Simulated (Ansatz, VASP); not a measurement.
Al: VASP beside Ansatz

File INCAR:

```
SYSTEM = Al
PREC = Accurate ; ENCUT = 520
EDIFF = 1E-7 ; ISMEAR = 0
SIGMA = 0.15 ; LREAL = .FALSE.
LASPH = .TRUE. ; NELM = 80
ALGO = Fast ; ISIF = 2
LWAVE = .FALSE. ; LCHARG = .TRUE.
GGA = PS ; LELF = .TRUE.
LVHAR = .TRUE. ; NBANDS = 8
```

Contents of KPOINTS:

```
Automatic mesh
0
G
  26 26 26
  0 0 0
```

POSCAR

```
Al
1.0
   -1.5914187992      1.5914187992      1.6064390039
    1.5914187992     -1.5914187992      1.6064390039
    1.6214592086      1.6214592086     -1.6064390039
Al
1
Direct
    0.0000000000      0.0000000000      0.0000000000
```

Input for Ansatz:

```yaml
crystal:
  lattice:
    - [-1.5914187992, 1.5914187992, 1.6064390039]
    - [1.5914187992, -1.5914187992, 1.6064390039]
    - [1.6214592086, 1.6214592086, -1.6064390039]
  atoms:
    - { symbol: Al, position: [0.0, 0.0, 0.0] }
basis:
  ecutwfc: 420
kpoints:
  mp_grid: { grid: [26, 26, 26] }
hamiltonian:
  xc: pbesol
scf:
  occupations: { method: gaussian, width: 0.15 }
output:
  forces: true
  stress: true
  eigenvalues: true
```

Change from the starting cell: strain +0.0187 x Voigt [0, 0, 0, 0, 0, 1], atoms carried along.

Alike in both runs: task single point; functional PBEsol; k mesh 26 × 26 × 26; occupations gaussian, width 0.15 eV; no spin polarisation.

```csv
,VASP,Ansatz
version,VASP 6.6.1,Ansatz 0.2.0
potentials or method,"VASP PAW PBE potentials, release 64 (Al), cutoff 520 eV","scalar-relativistic, plane waves, PAW"
valence electrons in the cell,3,3
```

VASP gave:

```
gap on the k mesh at the Fermi level (eV)                     : none
pressure (GPa)                                                : 0.0
traceless stress, the component that is largest in VASP (GPa) : -0.86
```

What did Ansatz give for the same quantities?

gap on the k mesh at the Fermi level (eV): none; pressure (GPa): 0.0; traceless stress, the component that is largest in VASP (GPa): -0.85.

VASP's potentials were made for PBE, not for PBEsol. A gap of «none» marks a metal or a gap that the smearing closes. With one functional, cell and mesh, what is left measures potentials, basis and numerics.
